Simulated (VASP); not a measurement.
LiH, 4 atoms in the cell. The structure is hexagonal, space group P6_3/mmc (No. 194). The conventional cell has a = 2.782 Å, b = 2.782 Å, c = 4.885 Å, α = 90.00°, β = 90.00°, γ = 120.00°. Within 2.8 Å of Li (site symmetry -3m) lie 6 H at 2.02 Å and 8 Li at 2.44 to 2.78 Å. H (site symmetry -6m2) has 6 Li at 2.02 Å and 6 H at 2.78 Å within 2.8 Å. 

| Item | Value |
| --- | --- |
| Program | VASP 6.6.1 |
| Task | relaxation of cell and atoms |
| Functional | r2SCAN |
| Potentials or basis | VASP PAW PBE potentials, release 64 (Li_sv, H) |
| Cutoff | 600 eV |
| k mesh | 12 × 12 × 6 |
| Occupations | fermi-dirac, width 0.02 eV |
| Spin | no spin polarisation |
| Dipole correction | no |
| Further INCAR settings | ALGO = Normal; EDIFF = 1e-07; IBRION = 2; EDIFFG = -0.005; NSW = 80; ISIF = 3 |

Potentials or basis: VASP PAW PBE potentials, release 64 (Li_sv, H).

Command:

```sh
$ cat potpaw_PBE.64/Li_sv/POTCAR potpaw_PBE.64/H/POTCAR > POTCAR
$ cp INCAR.step1 INCAR
$ mpirun -np 1 vasp_std > vasp.out
$ cp INCAR.step2 INCAR
$ mpirun -np 1 vasp_std > vasp.out
```

Hardware: 1 thread of Intel(R) Xeon(R) Platinum 8488C (Sapphire Rapids) (shared host).

Question: Estimate the wall time of this run.

Answer: Run time: 120 s on 1 thread of Intel(R) Xeon(R) Platinum 8488C (Sapphire Rapids), with other jobs on the host, peak memory 0.17 GiB. Counts: k points 76, ion steps 3.
